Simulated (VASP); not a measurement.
ZnGeP2: single point with PBE

ZnGeP2:

```
Zn Ge P
1.0
    -2.77781    2.77781    5.26935
     2.77781   -2.77781    5.26935
     2.77781    2.77781   -5.26935
Zn Ge P
2 2 4
Direct
  0.75000 0.25000 0.50000
  0.00000 0.00000 0.00000
  0.25000 0.75000 0.50000
  0.50000 0.50000 0.00000
  0.13091 0.62500 0.00591
  0.87500 0.86909 0.49409
  0.37500 0.38091 0.50591
  0.61909 0.12500 0.99409
```

This cell differs from its parent crystal: epitaxial xy strain +2.0%.

```
Program             : VASP 6.6.1
Task                : single point
Functional          : PBE
Potentials or basis : VASP PAW PBE potentials, release 64 (Zn, Ge_d, P)
Cutoff              : 500 eV
k mesh              : 6 × 6 × 6
Occupations         : fermi-dirac, width 0.02 eV
Spin                : no spin polarisation
```

```json
{"Pressure": "0.7 GPa", "Largest force": "0.073 eV/Å", "Band gap on the k mesh": "1.09 eV (least direct gap 1.18 eV)"}
```

Forces on the atoms (eV/Å):
```
Zn   0.000  0.000  0.000
Zn   0.000  0.000  0.000
Ge   0.000  0.000  0.000
Ge   0.000  0.000  0.000
P    0.000 -0.073  0.000
P    0.073  0.000  0.000
P   -0.073  0.000  0.000
P    0.000  0.073  0.000
```

Stress tensor (GPa, compression positive):
```
-0.11  0.00  0.00
 0.00 -0.11  0.00
 0.00  0.00  2.21
```

Levels at points of the mesh, in eV from the valence-band top:
```tsv
k point	band 32	band 33	band 34	band 35	band 36	band 37	band 38	band 39	band 40	band 41
(0.00, 0.00, 0.00)	-2.72	-2.72	-0.26	-0.26	0.00	1.18	1.19	1.35	3.14	3.14
(0.50, 0.00, 0.00)	-2.78	-2.47	-1.84	-1.63	-1.00	2.37	2.39	2.82	3.95	4.06
(0.50, 0.50, 0.00)	-1.99	-1.39	-1.39	-0.81	-0.81	1.09	1.09	2.68	2.68	3.90
(0.50, 0.50, 0.50)	-2.49	-2.11	-2.11	-1.47	-1.47	1.15	1.15	1.52	1.52	2.34
```

Wall time 4.6 min on 1 thread of Intel(R) Xeon(R) Platinum 8488C (Sapphire Rapids), with other jobs on the host, peak memory 0.43 GiB.

Caveat: the cell differs from its parent crystal (epitaxial xy strain +2.0%). A k mesh can miss the band edges.
